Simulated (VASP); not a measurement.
**Ba: relaxation of cell and atoms with PBEsol**

Ba:

```
Ba
1.0
     6.99607    0.00000    0.00000
    -3.49803    6.05877    0.00000
     0.00000    0.00000    3.90939
Ba
2
Direct
  0.33333 0.66667 0.50000
  0.66667 0.33333 0.50000
```

This isn't the form of Ba at room conditions, which is bcc.

```yaml
Program: VASP 6.6.1
Task: relaxation of cell and atoms
Functional: PBEsol
Potentials_or_basis: VASP PAW PBE potentials, release 64 (Ba_sv)
Cutoff: 600 eV
k_mesh: 4 × 4 × 7
Occupations: methfessel-paxton, width 0.1 eV
Spin: no spin polarisation
Dipole_correction: no
Further_INCAR_settings: ALGO = Normal; EDIFF = 1e-06; IBRION = 2; EDIFFG = -0.01; NSW = 80; ISIF = 3
```

```yaml
Relaxed_volume: 76.98 Å³/atom
Relaxed_cell: a = 6.847 Å, b = 6.847 Å, c = 3.792 Å, α = 90.00°, β = 90.00°, γ = 120.00°
Space_group_after_relaxing_to_0.1_Å: P6/mmm (No. 191)
Energy_gained_by_relaxing: 5.9 meV/atom
Ionic_steps: 4
Pressure_after_relaxing: 0.0 GPa
Band_gap_on_the_k_mesh: zero (bands 10 and 11 overlap by 0.78 eV)
```

Step by step:
| step | energy change (eV) | largest force (eV/Å) | pressure (GPa) | volume (Å³) |
| --- | --- | --- | --- | --- |
| 1 | 0.0000 | 0.0000 | -0.27 | 165.71 |
| 2 | -0.0053 | 0.0000 | -0.21 | 162.33 |
| 3 | -0.0118 | 0.0000 | 0.04 | 152.47 |
| 4 | -0.0119 | 0.0000 | -0.01 | 153.95 |

Final structure:
```xyz
2
Lattice="6.8471 0.0000 0.0000 -3.4236 5.9298 0.0000 0.0000 0.0000 3.7918" Properties=species:S:1:pos:R:3 pbc="T T T"
Ba    0.0000    3.9532    1.8959
Ba    3.4236    1.9766    1.8959
```

Levels at points of the mesh, in eV from the Fermi level:
```tsv
k point	band 7	band 8	band 9	band 10	band 11	band 12	band 13	band 14
(0.00, 0.00, 0.00)	-13.83	-13.73	-2.24	0.05	0.29	0.76	0.76	1.11
(0.50, 0.00, 0.00)	-13.79	-13.76	-1.34	-0.65	-0.21	0.50	0.53	0.79
```

It took 2.5 min on 1 thread of Oxide Virtual Turin-like Processor, with other jobs on the host, peak memory 0.3 GiB.

Caveat: the PAW data sets were made with another functional, which shifts forces and pressure a little; spin-orbit coupling is left out, which moves the levels of the heavy elements.
